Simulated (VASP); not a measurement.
# Te5Pd (R32) in VASP: a series of runs

The runs below take Te5Pd through single point, with PBE.

Everything below comes from runs of VASP 6.6.1. Logs are shortened: lines on timing, memory, paths and dates and some standing lists are left out, and cuts for length are marked.

**1. The cell of the first run**

It takes space group R32 (No. 155, trigonal). Conventional cell: a = 5.913 Å, b = 5.913 Å, c = 15.747 Å, α = 90.00°, β = 90.00°, γ = 120.00°. Within 4.3 Å of Te (site symmetry 3) lie 12 Te at 3.19 to 4.29 Å and 3 Pd at 3.43 Å. Te (site symmetry 2) has 12 Te at 3.19 to 4.29 Å and 2 Pd at 3.21 Å within 4.3 Å. Pd (site symmetry 32) has 12 Te at 3.21 to 3.43 Å within 4.2 Å.

The cell was generated, and may not be a known phase.

**2. Single point, PBE**

INCAR

```
  ALGO = Normal
  EDIFF = 1E-6
  ENCUT = 520
  GGA = PE
  ISIF = 2
  ISMEAR = 0
  LASPH = True
  LCHARG = False
  LREAL = False
  LWAVE = False
  NBANDS = 29
  NELM = 60
  PREC = Accurate
  SIGMA = 0.1
```

KPOINTS

```
k-points
0
Gamma
  3 3 3
```

POSCAR

```
Te5Pd
1.0
    2.9565505637      1.7069652638      5.2490372559
   -2.9565505637      1.7069652638      5.2490372559
    0.0000000000     -3.4139305276      5.2490372559
Te Pd
5 1
Direct
    0.1430168139      0.1430168139      0.1430168139
    0.6176102882      0.3823897118      0.0000000000
    0.0000000000      0.6176102882      0.3823897118
    0.8569831861      0.8569831861      0.8569831861
    0.3823897118      0.0000000000      0.6176102882
    0.5000000000      0.5000000000      0.5000000000
```

Potentials or basis: VASP PAW PBE potentials, release 64 (Te, Pd).

The run is started by

```
cat potpaw_PBE.64/Te/POTCAR potpaw_PBE.64/Pd/POTCAR > POTCAR
mpirun -np 1 vasp_std > vasp.out
```

OUTCAR:

```text
EDIFF = 1E-6
   ENCUT = 520
   GGA = PE
   ISIF = 2
   ISMEAR = 0
   LASPH = True
   LREAL = False
   NELM = 60
   PREC = Accurate

 ion  position               nearest neighbor table
   1  0.143  0.143  0.143-   5 3.19   3 3.19   2 3.19   6 3.43   6 3.43   6 3.43   4 3.49   4 3.49
                             4 3.49   2 3.52   5 3.52   3 3.52
   2  0.618  0.382  0.000-   1 3.19   4 3.19   3 3.19   5 3.19   5 3.19   3 3.19   6 3.21   6 3.21
                             4 3.52   1 3.52
   3  0.000  0.618  0.382-   1 3.19   4 3.19   2 3.19   2 3.19   5 3.19   5 3.19   6 3.21   6 3.21
                             4 3.52   1 3.52
   4  0.857  0.857  0.857-   5 3.19   3 3.19   2 3.19   6 3.43   6 3.43   6 3.43   1 3.49   1 3.49
                             1 3.49   2 3.52   3 3.52   5 3.52
   5  0.382  0.000  0.618-   1 3.19   4 3.19   2 3.19   2 3.19   3 3.19   3 3.19   6 3.21   6 3.21
                             1 3.52   4 3.52
   6  0.500  0.500  0.500-   2 3.21   2 3.21   3 3.21   5 3.21   5 3.21   3 3.21   1 3.43   4 3.43
                             4 3.43   1 3.43   1 3.43   4 3.43

  LATTYP: Found a trigonal (rhomboedric) cell.
 ALAT       =     6.2615743836
 COS(alpha) =     0.5541040486

  Lattice vectors:

 A1 = (   2.9565505637,   1.7069652638,   5.2490372559)
 A2 = (  -2.9565505637,   1.7069652638,   5.2490372559)
 A3 = (   0.0000000000,  -3.4139305276,   5.2490372559)

Analysis of symmetry for initial positions (statically):
=====================================================================
 Subroutine PRICEL returns:
 Original cell was already a primitive cell.

 Routine SETGRP: Setting up the symmetry group for a
 trigonal (rhombohedral) supercell.

 Subroutine GETGRP returns: Found  6 space group operations
 (whereof  6 operations were pure point group operations)
 out of a pool of 12 trial point group operations.

The static configuration has the point symmetry D_3 .

Analysis of symmetry for dynamics (positions and initial velocities):
=====================================================================
 Subroutine PRICEL returns:
 Original cell was already a primitive cell.

 Routine SETGRP: Setting up the symmetry group for a
 trigonal (rhombohedral) supercell.

 Subroutine GETGRP returns: Found  6 space group operations
 (whereof  6 operations were pure point group operations)
 out of a pool of 12 trial point group operations.

The dynamic configuration has the point symmetry D_3 .

 Subroutine INISYM returns: Found  6 space group operations
 (whereof  6 operations are pure point group operations),
 and found     1 'primitive' translations

----------------------------------------------------------------------------------------

                                     Primitive cell

  volume of cell :     158.9428

  direct lattice vectors                    reciprocal lattice vectors
     2.956550564  1.706965264  5.249037256     0.169115998  0.097639167  0.063503709
    -2.956550564  1.706965264  5.249037256    -0.169115998  0.097639167  0.063503709
     0.000000000 -3.413930528  5.249037256     0.000000000 -0.195278334  0.063503709

  length of vectors
     6.261574384  6.261574384  6.261574384     0.205344464  0.205344464  0.205344464

  position of ions in fractional coordinates (direct lattice)
     0.143016814  0.143016814  0.143016814
     0.617610288  0.382389712  0.000000000
     1.000000000  0.617610288  0.382389712
     0.856983186  0.856983186  0.856983186
     0.382389712  1.000000000  0.617610288
     0.500000000  0.500000000  0.500000000

  ion indices of the primitive-cell ions
   primitive index   ion index
                 1           1
                 2           2
                 3           3
                 4           4
                 5           5
                 6           6

----------------------------------------------------------------------------------------

 KPOINTS: k-points

Automatic generation of k-mesh.
 Grid dimensions read from file:
 generate k-points for:    3    3    3

 Generating k-lattice:

  Cartesian coordinates                     Fractional coordinates (reciprocal lattice)
     0.056371999  0.032546389  0.021167903     0.333333333  0.000000000  0.000000000
    -0.056371999  0.032546389  0.021167903     0.000000000  0.333333333  0.000000000
     0.000000000 -0.065092778  0.021167903     0.000000000  0.000000000  0.333333333

  Length of vectors
     0.068448155  0.068448155  0.068448155

  Shift w.r.t. Gamma in fractional coordinates (k-lattice)
     0.000000000  0.000000000  0.000000000

 Subroutine IBZKPT returns following result:
 ===========================================

 Found      6 irreducible k-points:

 Following reciprocal coordinates:
            Coordinates               Weight
  0.000000  0.000000  0.000000      1.000000
  0.333333 -0.000000  0.000000      6.000000
  0.333333  0.333333  0.000000      6.000000
 -0.333333  0.333333  0.000000      6.000000
  0.333333  0.333333  0.333333      2.000000
 -0.333333  0.333333  0.333333      6.000000
   k-points           NKPTS =      6   k-points in BZ     NKDIM =      6   number of bands    NBANDS=     29
   number of dos      NEDOS =    301   number of ions     NIONS =      6
   total plane-waves  NPLWV = 110592
   dimension x,y,z NGX =    48 NGY =   48 NGZ =   48
   dimension x,y,z NGXF=    96 NGYF=   96 NGZF=   96
   ions per type =               5   1
   NGX,Y,Z   is equivalent  to a cutoff of  12.74, 12.74, 12.74 a.u.
   NGXF,Y,Z  is equivalent  to a cutoff of  25.49, 25.49, 25.49 a.u.
 SYSTEM =  unknown system
   PREC   = accura    normal or accurate (medium, high low for compatibility)
   ISTART =      0    job   : 0-new  1-cont  2-samecut
   ICHARG =      2    charge: 1-file 2-atom 10-const
   ISPIN  =      1    spin polarized calculation?
   LNONCOLLINEAR =      F non collinear calculations
   LSORBIT =      F    spin-orbit coupling
   LASPH  =      T    aspherical Exc in radial PAW
   ENCUT  =  520.0 eV  38.22 Ry    6.18 a.u.  11.64 11.64 11.64*2*pi/ulx,y,z
   NELM   =     60;   NELMIN=  2; NELMDL= -5     # of ELM steps
   EDIFF  = 0.1E-05   stopping-criterion for ELM
   LREAL  =      F    real-space projection
   EDIFFG = 0.1E-04   stopping-criterion for IOM
   NSW    =      0    number of steps for IOM
   IBRION =     -1    ionic relax: 0-MD 1-quasi-New 2-CG
   NFREE  =      0    steps in history (QN), initial steepest desc. (CG)
   ISIF   =      2    stress and relaxation
   ISYM   =      2    0-nonsym 1-usesym 2-fastsym
   POTIM  = 0.5000    time-step for ionic-motion
   TEBEG  =    0.0;   TEEND  =   0.0 temperature during run
   PSTRESS=    0.0 pullay stress
   NELECT =      40.0000    total number of electrons
   NUPDOWN=      -1.0000    fix difference up-down
   EMIN   =  10.00;   EMAX   =-10.00  energy-range for DOS
   EFERMI =   0.00;   METHOD = LEGACY
   ISMEAR =     0;   SIGMA  =   0.10  broadening in eV -4-tet -1-fermi 0-gaus
   EFERMI_NEDOS =   21; number of points for ismear=-14 and -15
   IALGO  =     38    algorithm
   IMIX   =      4    mixing-type and parameters
     AMIX     =   0.40;   BMIX     =  1.00
     AMIX_MAG =   1.60;   BMIX_MAG =  1.00
  volume/ion in A,a.u.               =      26.49       178.77
  Fermi-wavevector in a.u.,A,eV,Ry     =   1.033589  1.953200 14.535187  1.068306
  Thomas-Fermi vector in A             =   2.167843
   LORBIT       =      0    0 simple, 1 ext, 2 COOP (PROOUT), +10 PAW based schemes
   GGA     = PE    functional components
   LHFCALC =     F    Hartree Fock is set to
   AEXX    =    0.0000 exact exchange contribution
   IVDW    =     0    specifies the selected vdW correction
   LEPSILON=     F    determine dielectric tensor
   LRPA    =     F    only Hartree local field effects (RPA)
 non-spin polarized calculation
 Gauss-broadening in eV      SIGMA  =   0.10
  energy-cutoff  :      520.00
  volume of cell :      158.94
 maximum number of plane-waves:      4289
 NGX is ok and might be reduce to    48
   NGX = 23   NGY = 23   NGZ = 23

 number of electron      40.0000002 magnetization

 Free energy of the ion-electron system (eV)
  ---------------------------------------------------
  ext. energy  EPLUGINS =         0.00000000
  ---------------------------------------------------
  free energy    TOTEN  =       -19.11339795 eV

  energy without entropy =      -19.08718662  energy(sigma->0) =      -19.10029229

 E-fermi :   7.9586     XC(G=0): -10.3101

 val. band max:        7.9542601876   @ k =  -0.3333   0.3333   0.0000
 cond. band min:       7.9877819180   @ k =   0.3333   0.3333   0.0000
 fundamental gap:      0.0335217304
 Fermi energy:         7.9586371899

 k-point     1 :       0.0000    0.0000    0.0000
  band No.  band energies     occupation
      1      -5.9987      2.00000
      2      -2.7715      2.00000
      3      -2.3404      2.00000
      4      -2.3404      2.00000
      5      -2.2932      2.00000
      6       2.2085      2.00000
[... 21 lines left out ...]
     28      14.0360      0.00000
     29      15.2830      0.00000

 k-point     2 :       0.3333   -0.0000    0.0000
  band No.  band energies     occupation
      1      -5.3987      2.00000
      2      -3.7900      2.00000
      3      -2.8752      2.00000
      4      -2.5924      2.00000
      5      -1.9998      2.00000
      6       2.0734      2.00000
[... 21 lines left out ...]
     28      13.9380      0.00000
     29      14.2513      0.00000

 k-point     3 :       0.3333    0.3333    0.0000
  band No.  band energies     occupation
      1      -5.2609      2.00000
      2      -3.4286      2.00000
      3      -3.1636      2.00000
      4      -3.0808      2.00000
      5      -2.1151      2.00000
      6       2.2171      2.00000
[... 21 lines left out ...]
     28      13.6450      0.00000
     29      14.0938      0.00000

 k-point     4 :      -0.3333    0.3333    0.0000
  band No.  band energies     occupation
      1      -4.4361      2.00000
      2      -4.1846      2.00000
      3      -3.8804      2.00000
      4      -3.0348      2.00000
      5      -1.7647      2.00000
      6       2.5256      2.00000
[... 21 lines left out ...]
     28      13.1772      0.00000
     29      13.6422      0.00000

 k-point     5 :       0.3333    0.3333    0.3333
  band No.  band energies     occupation
      1      -5.5965      2.00000
      2      -3.7547      2.00000
      3      -2.4050      2.00000
      4      -2.3282      2.00000
      5      -2.3168      2.00000
      6       2.3276      2.00000
[... 21 lines left out ...]
     28      14.1744      0.00000
     29      14.3637      0.00000

 k-point     6 :      -0.3333    0.3333    0.3333
  band No.  band energies     occupation
      1      -4.8625      2.00000
      2      -4.0213      2.00000
      3      -3.5374      2.00000
      4      -2.8848      2.00000
      5      -1.8846      2.00000
      6       2.2694      2.00000
[... 21 lines left out ...]
     28      13.1560      0.00000
     29      13.3000      0.00000

------------------------ aborting loop because EDIFF is reached ----------------------------------------

  FORCE on cell =-STRESS in cart. coord.  units (eV):
  Direction    XX          YY          ZZ          XY          YZ          ZX
  --------------------------------------------------------------------------------------
  -------------------------------------------------------------------------------------
  Total        0.0613467      0.0613467      0.0763770      0.0000000      0.0000000      0.0000000
  in kB        0.6183878      0.6183878      0.7698965      0.0000000      0.0000000      0.0000000
  external PRESSURE =       0.6688907 kB  Pullay stress =       0.0000000 kB

 VOLUME and BASIS-vectors are now :
 -----------------------------------------------------------------------------
  energy-cutoff  :      520.00
  volume of cell :      158.94
      direct lattice vectors                 reciprocal lattice vectors
     2.956550564  1.706965264  5.249037256     0.169115998  0.097639167  0.063503709
    -2.956550564  1.706965264  5.249037256    -0.169115998  0.097639167  0.063503709
     0.000000000 -3.413930528  5.249037256     0.000000000 -0.195278334  0.063503709

 POSITION                                       TOTAL-FORCE (eV/Angst)
 -----------------------------------------------------------------------------------
      0.00000      0.00000      2.25210         0.000000      0.000000     -0.012046
      0.69544      1.70697      5.24904         0.021525     -0.000000     -0.000000
     -1.82600     -0.25121      5.24904        -0.010762      0.018641      0.000000
      0.00000      0.00000     13.49501         0.000000      0.000000      0.012046
      1.13055     -1.45575      5.24904        -0.010762     -0.018641      0.000000
      0.00000      0.00000      7.87356         0.000000      0.000000      0.000000
 -----------------------------------------------------------------------------------
    total drift:                               -0.000000     -0.000000     -0.000000

  FREE ENERGIE OF THE ION-ELECTRON SYSTEM (eV)
  ---------------------------------------------------
  free  energy   TOTEN  =       -19.1133979511 eV

  energy  without entropy=      -19.0871866239  energy(sigma->0) =      -19.10029229
```

Run time: 39 s. Hardware: 1 thread of Intel Xeon 6975P-C (Granite Rapids), shared host; peak memory 0.31 GiB.

What came out:

```
Free energy            : -19.1134 eV
Pressure               : 0.1 GPa
Largest force          : 0.022 eV/Å
Band gap on the k mesh : zero (bands 20 and 21 overlap by 0.44 eV)
```

Forces in eV/Å, atoms in the order of the input:
```
Te   0.000  0.000 -0.012
Te   0.022  0.000  0.000
Te  -0.011  0.019  0.000
Te   0.000  0.000  0.012
Te  -0.011 -0.019  0.000
Pd   0.000  0.000  0.000
```

Levels at points of the mesh, in eV from the Fermi level:
```csv
k point,band 16,band 17,band 18,band 19,band 20,band 21,band 22,band 23,band 24,band 25
"(0.00, 0.00, 0.00)",-1.62,-1.62,-0.94,-0.94,0.33,1.06,1.06,1.58,2.35,2.67
```

Caveat: the k points lie up to 0.43 Å⁻¹ apart; spin-orbit coupling is left out, which moves the levels of the heavy elements.

**3. Single point, PBE**

This run uses another cell than the first one, of 35.40 Å³/atom.

INCAR

```
PREC = Accurate ; ENCUT = 520
EDIFF = 1E-7 ; ISMEAR = 0
SIGMA = 0.1 ; LREAL = F
LASPH = T ; NELM = 100
ALGO = Normal ; ISIF = 2
LWAVE = F ; LCHARG = F
GGA = PE ; NBANDS = 29
```

KPOINTS

```
regular mesh
0
Gamma
  3 3 3
```

POSCAR

```
Te5Pd
1.0
    3.2657712000      1.8854938800      5.7486731200
   -3.2657712000      1.8854938800      5.7486731200
    0.0000000000     -3.7709877600      5.7486731200
Te Pd
5 1
Direct
    0.1514396700      0.1514396700      0.1514396700
    0.6053500000      0.3946500000      0.0000000000
    0.0000000000      0.6053500000      0.3946500000
    0.8485603300      0.8485603300      0.8485603300
    0.3946500000      0.0000000000      0.6053500000
    0.5000000000      0.5000000000      0.5000000000
```

Potentials or basis: VASP PAW PBE potentials, release 64 (Te, Pd).

The run is started by

```
cat potpaw_PBE.64/Te/POTCAR potpaw_PBE.64/Pd/POTCAR > POTCAR
mpirun -np 1 vasp_std > vasp.out
```

It took 39 s on 1 thread of Intel Xeon 6975P-C (Granite Rapids), shared host; peak memory 0.38 GiB.

Results (log left out):

```yaml
Free_energy: -17.1297 eV
Pressure: -8.5 GPa
Largest_force: 0.124 eV/Å
Band_gap_on_the_k_mesh: zero (bands 20 and 21 overlap by 0.64 eV)
```

Forces on the atoms (eV/Å):
```
Te   0.000  0.000 -0.124
Te  -0.029  0.000  0.000
Te   0.015 -0.025  0.000
Te   0.000  0.000  0.124
Te   0.015  0.025  0.000
Pd   0.000  0.000  0.000
```

Levels at points of the mesh, in eV from the Fermi level:
```
           k point  band 17  band 18  band 19  band 20  band 21  band 22  band 23  band 24
(0.00, 0.00, 0.00)    -1.04    -0.60    -0.60     0.56     0.71     0.71     1.13     1.41
```

Caveat: the k points lie up to 0.39 Å⁻¹ apart, too coarse for converged energies and pressures of a metal; spin-orbit coupling is left out, which moves the levels of the heavy elements.

**4. Single point, PBE**

This run uses another cell than the first one, of 29.52 Å³/atom.

INCAR

```
PREC     = Accurate       # precision mode
ENCUT    = 520            # plane-wave cutoff, eV
EDIFF    = 1E-7           # SCF threshold, eV
ISMEAR   = 0              # smearing method
SIGMA    = 0.1            # smearing width, eV
LREAL    = False          # projectors in reciprocal space
LASPH    = True           # aspherical terms in the spheres
NELM     = 60             # most SCF steps
ALGO     = Normal         # electronic algorithm
ISIF     = 2              # what is computed and relaxed
LWAVE    = False          # write WAVECAR
LCHARG   = True           # write CHGCAR
GGA      = PE             # functional
LELF     = True           # ELF
LVHAR    = True         
NBANDS   = 29             # bands
```

KPOINTS

```
Automatic mesh
0
Gamma
  6 6 6
```

POSCAR

```
Te5Pd
1.0
    3.7842806993      2.1848554804      3.5706777863
   -3.7842806993      2.1848554804      3.5706777863
    0.0000000000     -4.3697109608      3.5706777863
Te Pd
5 1
Direct
    0.1441770614      0.1441770614      0.1441770614
    0.5303590197      0.4696409803      0.0000000000
    0.0000000000      0.5303590197      0.4696409803
    0.8558229386      0.8558229386      0.8558229386
    0.4696409803      0.0000000000      0.5303590197
    0.5000000000      0.5000000000      0.5000000000
```

The run is started by

```
cat potpaw_PBE.64/Te/POTCAR potpaw_PBE.64/Pd/POTCAR > POTCAR
mpirun -np 1 vasp_std > vasp.out
```

Run time: 75 s. Hardware: 1 thread of Intel Xeon 6975P-C (Granite Rapids), shared host; peak memory 0.34 GiB.

The run converged. Its results:

```
Free energy            : -20.4833 eV
Pressure               : 0.0 GPa
Largest force          : 0.005 eV/Å
Band gap on the k mesh : zero (bands 20 and 21 overlap by 1.04 eV)
```

Forces on the atoms (eV/Å):
```
Te   0.000  0.000  0.000
Te  -0.005  0.000  0.000
Te   0.003 -0.004  0.000
Te   0.000  0.000  0.000
Te   0.003  0.004  0.000
Pd   0.000  0.000  0.000
```

Levels at points of the mesh, in eV from the Fermi level:
```
           k point  band 17  band 18  band 19  band 20  band 21  band 22  band 23  band 24
(0.00, 0.00, 0.00)    -1.27    -1.27    -1.14    -0.61    -0.61    -0.44     1.63     1.63
(0.50, 0.00, 0.00)    -1.18    -1.04    -0.89    -0.34    -0.29    -0.21     1.71     1.92
(0.50, 0.50, 0.00)    -1.50    -0.61    -0.31     0.24     0.36     2.07     2.23     2.50
(0.50, 0.50, 0.50)    -0.65    -0.30    -0.30     0.33     1.89     1.89     2.20     2.20
```

Caveat: spin-orbit coupling is left out, which moves the levels of the heavy elements.

**5. The runs side by side**

| cell | k mesh | gap on the mesh (eV) | pressure (GPa) | largest force (eV/Å) |
| --- | --- | --- | --- | --- |
| a = 6.262 Å, angles 56.4°, 6 atoms, atomic positions A | 3 × 3 × 3 | none | 0.1 | 0.02 |
| a = 6.875 Å, angles 56.7°, 6 atoms, atomic positions B | 3 × 3 × 3 | none | -8.5 | 0.12 |
| a = 5.643 Å, angles 84.2°, 6 atoms, atomic positions C | 6 × 6 × 6 | none | 0.0 | 0.01 |

Alike in all rows: task single point; level PBE; potentials or basis VASP PAW PBE potentials, release 64 (Te, Pd); no spin polarisation; cutoff (eV) 520; smearing gaussian 0.1 eV.

Caveats: some runs use coarse meshes; spin-orbit coupling is left out, which moves the levels of the heavy elements.

Absolute energies hang on the potentials; compare differences alone.

The gap in the log of VASP goes by the Fermi energy; the results here count the filled bands.